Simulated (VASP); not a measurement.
Here is a VASP 6.6.1 calculation.

File INCAR:

```
SYSTEM = V
PREC = Accurate
ENCUT = 520
EDIFF = 1E-6
ISMEAR = 0
SIGMA = 0.1
LREAL = .False.
LASPH = .True.
NELM = 80
ALGO = Fast
ISIF = 2
LWAVE = .False.
LCHARG = .True.
GGA = PE
LELF = .True.
LVHAR = .True.
NBANDS = 20
```

Contents of KPOINTS:

```
regular mesh
0
Gamma
  18 18 18
  0 0 0
```

File POSCAR:

```
V
1.0
    3.0571186520      0.0000000000      0.0000000000
    0.0000000000      3.0571186520      0.0000000000
    0.0000000000      0.0000000000      2.9612090473
V
2
Direct
    0.0000000000      0.0000000000      0.0000000000
    0.5000000000      0.5000000000      0.5000000000
```

Potentials or basis: VASP PAW PBE potentials, release 64 (V_sv).

Run with:

```console
$ cat potpaw_PBE.64/V_sv/POTCAR > POTCAR
$ mpirun -np 1 vasp_std > vasp.out
```

Q: What does it give for the pressure?

A: -4.5 GPa.

Q: Predict the band gap on the k mesh.

A: Zero (bands 13 and 14 overlap by 2.64 eV).

Stress tensor (GPa, compression positive):
```
-5.72  0.00  0.00
 0.00 -5.72  0.00
 0.00  0.00 -1.97
```

Caveat: the cell differs from its parent crystal (biaxial strain in the a-b plane: +2.0 %); the cell stands under tension.
